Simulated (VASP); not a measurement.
The system is K2S.

```
K S
1.0
     0.00000    3.70272    3.70272
     3.70272    0.00000    3.70272
     3.70272    3.70272    0.00000
K S
2 1
Direct
  0.25000 0.25000 0.25000
  0.75000 0.75000 0.75000
  0.00000 0.00000 0.00000
```

Base run:

```yaml
Program: VASP 6.6.1
Functional: PBE
Potentials_or_basis: VASP PAW PBE potentials, release 64 (K_sv, S)
Cutoff: 500 eV
k_mesh: 6 × 6 × 6
Occupations: gaussian, width 0.01 eV
Spin: no spin polarisation
```

Its results: band gap on the k mesh 2.38 eV, indirect (least direct gap 2.57 eV); pressure 0.5 GPa.

**Question.** The run is repeated on the same cell with these changes: functional from PBE to r2SCAN; cutoff from 500 eV to 550 eV. What comes out?

**Answer.** Band gap on the k mesh 2.76 eV, indirect (least direct gap 2.95 eV); pressure 0.0 GPa.

r2SCAN gives the wider gap, since meta-GGAs in the generalised Kohn-Sham scheme recover part of the derivative discontinuity.

Caveats: the PAW data sets were made with another functional, which shifts forces and pressure a little (some runs).

A k mesh can miss the band edges.
